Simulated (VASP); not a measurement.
Runs of VASP 6.6.1 on TiN. The structure is that of space group Fm-3m (No. 225), or close to it. The cells are those of the table. 

| task | cell | cutoff (eV) | gap on the mesh (eV) | pressure (GPa) |
| --- | --- | --- | --- | --- |
| relaxation of cell and atoms | relaxed from a = 2.997 Å, angles 60.0°, 2 atoms | 600 | none | 0.0 |
| single point | a = 2.932 Å, angles 60.0°, 2 atoms | 520 | none | (a) |
| single point | a = 2.963 Å, angles 60.0°, 2 atoms | 520 | none | 11.3 |
| single point | a = 2.993 Å, angles 60.0°, 2 atoms | 520 | none | 1.5 |
| single point | a = 3.022 Å, angles 60.0°, 2 atoms | 520 | none | -6.8 |
| single point | a = 3.052 Å, angles 60.0°, 2 atoms | 520 | none | (b) |

Alike in all rows: level r2SCAN; potentials or basis VASP PAW PBE potentials, release 64 (Ti_sv, N); no spin polarisation; k mesh 18 × 18 × 18; smearing gaussian 0.1 eV.

**Question.** Estimate the missing entries.

**Answer.** (a) 22.6; (b) -14.0.

Caveats: the PAW data sets were made with another functional, which shifts forces and pressure a little; the cell stands under pressure (at least some runs); the cell stands under tension (at least some runs).

A gap of «none» marks levels without a gap at the run's occupations.
